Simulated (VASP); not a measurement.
The system is SiO.

```
CELL_PARAMETERS angstrom
2.80697 0.00000 0.00000
0.00000 2.80697 0.00000
0.00000 0.00000 2.80697
ATOMIC_POSITIONS crystal
Si 0.00000 0.00000 0.00000
O 0.50000 0.50000 0.50000
```

* Program: VASP 6.6.1
* Task: relaxation of cell and atoms
* Functional: PBEsol
* Dispersion: D3(BJ)
* Potentials or basis: VASP PAW PBE potentials, release 64 (Si, O)
* Cutoff: 600 eV
* k mesh: 9 × 9 × 9
* Occupations: fermi-dirac, width 0.05 eV
* Spin: no spin polarisation

At the start: pressure -6.6 GPa; volume 11.06 Å³/atom.

Task: How do energy, volume and symmetry change on relaxing?

Result: Over 3 steps the energy falls by 14.3 meV/atom and the volume is 10.42 Å³/atom (-5.8 %); space group Pm-3m (No. 221, to 0.05 Å).

Step by step:
| step | energy change (eV) | largest force (eV/Å) | pressure (GPa) | volume (Å³) |
| --- | --- | --- | --- | --- |
| 1 | 0.0000 | 0.0000 | -6.55 | 22.12 |
| 2 | -0.0282 | 0.0000 | 0.98 | 20.70 |
| 3 | -0.0286 | 0.0000 | 0.01 | 20.84 |

Final structure:
```
Si O
1.0
     2.75190    0.00000    0.00000
     0.00000    2.75190    0.00000
     0.00000    0.00000    2.75190
Si O
1 1
Direct
  0.00000 0.00000 0.00000
  0.50000 0.50000 0.50000
```

Caveat: the PAW data sets were made with another functional, which shifts forces and pressure a little; pairwise dispersion overbinds metals, which lowers pressure and volume.
